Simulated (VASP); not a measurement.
Input of a VASP 6.6.1 run:

File INCAR:

```
SYSTEM = CdI2
PREC     = Accurate       ! precision mode
ENCUT    = 500            ! plane-wave cutoff, eV
EDIFF    = 1E-7           ! SCF threshold, eV
ISMEAR   = 0              ! smearing method
SIGMA    = 0.05           ! smearing width, eV
LREAL    = .FALSE.        ! projectors in reciprocal space
LASPH    = .TRUE.         ! aspherical terms in the spheres
NELM     = 120            ! most SCF steps
ALGO     = Normal         ! electronic algorithm
ISIF     = 4              ! what is computed and relaxed
LWAVE    = .FALSE.        ! write WAVECAR
LCHARG   = .FALSE.        ! write CHGCAR
GGA      = PE             ! functional
IBRION   = 2              ! ionic algorithm
NSW      = 60             ! ionic steps
EDIFFG   = -0.01          ! ionic threshold
GGA_COMPAT= .FALSE.      
NELMIN   = 4
```

File KPOINTS:

```
regular mesh
0
G
  10 10 6
  0 0 0
```

The input POSCAR:

```
CdI2
1.0
    4.3662394958      0.0000000000      0.0000000000
   -2.1831197479      3.7812743224      0.0000000000
    0.0000000000      0.0000000000      7.9923149326
Cd I
1 2
Direct
    0.0000000000      0.0000000000      0.0000000000
    0.3333333333      0.6666666667      0.2162764909
    0.6666666667      0.3333333333      0.7837235091
```

Potentials or basis: VASP PAW PBE potentials, release 64 (Cd, I).

Run with:

```console
$ cat potpaw_PBE.64/Cd/POTCAR potpaw_PBE.64/I/POTCAR > POTCAR
$ mpirun -np 1 vasp_std > vasp.out
```

Problem. Predict the band gap on the k mesh.

Solution. 2.44 eV (least direct gap 2.55 eV).

Final structure:
```xyz
3
Lattice="4.3395 0.0000 0.0000 -2.1697 3.7581 0.0000 0.0000 0.0000 8.0913" Properties=species:S:1:pos:R:3 pbc="T T T"
Cd    0.0000    0.0000    0.0000
I     0.0000    2.5054    1.7191
I     2.1697    1.2527    6.3722
```

Caveat: spin-orbit coupling is left out, which moves the levels of the heavy elements. A k mesh can miss the band edges.
